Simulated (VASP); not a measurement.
Crystal: C.

```
C
1.0
    -1.19521    1.19521    1.19521
     1.19521   -1.19521    1.19521
     1.19521    1.19521   -1.19521
C
1
Direct
  0.00000 0.00000 0.00000
```

Base run:

* Program: VASP 6.6.1
* Functional: RPBE
* Potentials or basis: VASP PAW PBE potentials, release 64 (C)
* Cutoff: 520 eV
* k mesh: 21 × 21 × 21
* Occupations: fermi-dirac, width 0.1 eV
* Spin: no spin polarisation

Its results: band gap on the k mesh zero (band 2 reaches 17.25 eV, above the bottom of band 3 at 3.39 eV); pressure -0.4 GPa.

Q: The run is repeated on the same cell with these changes: k mesh from 21 × 21 × 21 to 30 × 30 × 30; further incar settings from ALGO = Normal; EDIFF = 1e-06; NBANDS = 8 to ALGO = Normal; EDIFF = 1e-07; NBANDS = 8. What comes out?

A: Band gap on the k mesh zero (band 2 reaches 17.25 eV, above the bottom of band 3 at 3.39 eV); pressure 0.0 GPa.

Caveats: the PAW data sets were made with another functional, which shifts forces and pressure a little.
